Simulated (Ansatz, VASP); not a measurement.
## Two plane-wave programs on HgPt3

The input INCAR:

```
  PREC = Accurate
  ENCUT = 520
  EDIFF = 1E-6
  ISMEAR = 0
  SIGMA = 0.1
  LREAL = False
  LASPH = True
  NELM = 80
  ALGO = Normal
  ISIF = 2
  LWAVE = False
  LCHARG = False
  NBANDS = 29
```

KPOINTS

```
regular mesh
0
Gamma
  5 5 8
```

POSCAR

```
HgPt3
1.0
    2.9621641980     -4.0377300687      0.0000000000
    2.9621641980      4.0377300687      0.0000000000
    0.0000000000      0.0000000000      2.9533266317
Hg Pt
1 3
Direct
    0.0000000000      0.0000000000      0.0000000000
    0.5000000000      0.5000000000      0.0000000000
    0.0000000000      0.5000000000      0.5000000000
    0.5000000000      0.0000000000      0.5000000000
```

Input for Ansatz:

```yaml
crystal:
  lattice:
    - [2.962164197977716, -4.037730068704546, 0.0]
    - [2.962164197977716, 4.037730068704546, 0.0]
    - [0.0, 0.0, 2.953326631655211]
  atoms:
    - { symbol: Hg, position: [0.0, 0.0, 0.0] }
    - { symbol: Pt, position: [0.5, 0.5, 0.0] }
    - { symbol: Pt, position: [0.0, 0.5, 0.5] }
    - { symbol: Pt, position: [0.5, 0.0, 0.5] }
basis:
  ecutwfc: 421.77648681281397
kpoints:
  mp_grid:
    grid: [5, 5, 8]
hamiltonian:
  xc: lda
scf:
  convergence:
    dr2_threshold: 1.0e-09
  occupations:
    method: gaussian
output:
  stress: true
```

Alike in both runs: task single point; functional LDA; k mesh 5 × 5 × 8; no spin polarisation.

|  | VASP | Ansatz |
| --- | --- | --- |
| version | VASP 6.6.1 | Ansatz 0.2.0 |
| potentials or method | VASP PAW LDA potentials, release 64 (Hg, Pt), cutoff 520 eV | plane waves, PAW |
| occupations | gaussian, width 0.1 eV | gaussian |
| valence electrons in the cell | 42 | 74 |

```tsv
	VASP	Ansatz	Ansatz less VASP
pressure (GPa)	-20.8	-21.8	-1.02
traceless stress, the component that is largest in VASP (GPa)	-0.59	-0.61	-0.021
```

LDA's correlation is that of Perdew and Zunger in VASP and of Perdew and Wang (1992) in Ansatz. VASP's potentials hold 42 valence electrons a cell and Ansatz's 74, so a difference there can come from the potentials and not from the codes. Ansatz's warnings: stress scf threshold loose.

Neither program's run includes spin-orbit coupling.
